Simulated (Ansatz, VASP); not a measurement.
## TaN in VASP and in Ansatz

File INCAR:

```
SYSTEM = TaN
PREC = Accurate
ENCUT = 600
EDIFF = 1E-6
ISMEAR = -1
SIGMA = 0.1
LREAL = .FALSE.
LASPH = .TRUE.
NELM = 120
ALGO = Normal
ISIF = 2
LWAVE = .FALSE.
LCHARG = .TRUE.
GGA = PE
LELF = .TRUE.
LVHAR = .TRUE.
NBANDS = 15
GGA_COMPAT = .FALSE.
```

The input KPOINTS:

```
Automatic mesh
0
G
  9 9 9
  0 0 0
```

File POSCAR:

```
TaN
1.0
    0.0000000000      2.1790000000      2.1790000000
    2.1790000000      0.0000000000      2.1790000000
    2.1790000000      2.1790000000      0.0000000000
Ta N
1 1
Direct
    0.5000000000      0.5000000000      0.5000000000
    0.0000000000      0.0000000000      0.0000000000
```

Input for Ansatz:

```yaml
crystal:
  lattice:
    - [0.0, 2.179, 2.179]
    - [2.179, 0.0, 2.179]
    - [2.179, 2.179, 0.0]
  atoms:
    - { symbol: Ta, position: [0.5, 0.5, 0.5] }
    - { symbol: "N", position: [0.0, 0.0, 0.0] }
basis:
  ecutwfc: 475.0
kpoints:
  mp_grid:
    grid: [9, 9, 9]
hamiltonian:
  xc: pbe
scf:
  occupations:
    method: fermi_dirac
    width: 0.1
output:
  stress: true
```

Alike in both runs: task single point; functional PBE; k mesh 9 × 9 × 9; occupations fermi-dirac, width 0.1 eV; no spin polarisation.

|  | VASP | Ansatz |
| --- | --- | --- |
| version | VASP 6.6.1 | Ansatz 0.2.0 |
| potentials or method | VASP PAW PBE potentials, release 64 (Ta_pv, N), cutoff 600 eV | plane waves, PAW |
| valence electrons in the cell | 16 | 18 |

```csv
,VASP,Ansatz,Ansatz less VASP
pressure (GPa),15.5,14.6,-0.87
```

The functional is the same, so the differences come from potentials, cutoffs and numerics. VASP's potentials hold 16 valence electrons a cell and Ansatz's 18, so a difference there can come from the potentials and not from the codes.

Spin-orbit coupling is off throughout.
